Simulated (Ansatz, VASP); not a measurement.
## Two plane-wave programs on Mg2Zn3O

```
Mg Zn O
1.0
     4.93438    0.00000    0.00000
    -2.46719    4.27329    0.00000
     0.00000    0.00000    5.34830
Mg Zn O
2 3 1
Direct
  0.33333 0.66667 0.50000
  0.66667 0.33333 0.50000
  0.50000 0.00000 0.00000
  0.00000 0.50000 0.00000
  0.50000 0.50000 0.00000
  0.00000 0.00000 0.00000
```

Alike in both runs: functional PBE; k mesh 4 × 4 × 3; occupations gaussian, width 0.2 eV; no spin polarisation.

Ansatz relaxed the structure, and its values are those at the end. VASP's run is a single point on that final structure, the one shown.

|  | VASP | Ansatz |
| --- | --- | --- |
| version | VASP 6.6.1 | Ansatz 0.2.0 |
| potentials or method | VASP PAW PBE potentials, release 64 (Mg, Zn, O), cutoff 600 eV | scalar-relativistic, plane waves, PAW |
| valence electrons in the cell | 46 | 62 |

|  | VASP | Ansatz | Ansatz less VASP |
| --- | --- | --- | --- |
| gap on the k mesh at the Fermi level (eV) | none | none | - |
| pressure (GPa) | 0.0 | 0.0 | -0.05 |

A gap of «none» marks a metal or a gap that the smearing closes. With one functional, cell and mesh, what is left measures potentials, basis and numerics. VASP's potentials hold 46 valence electrons a cell and Ansatz's 62, so a difference there can come from the potentials and not from the codes.

The k mesh is coarse, so the values compare programs but aren't converged.
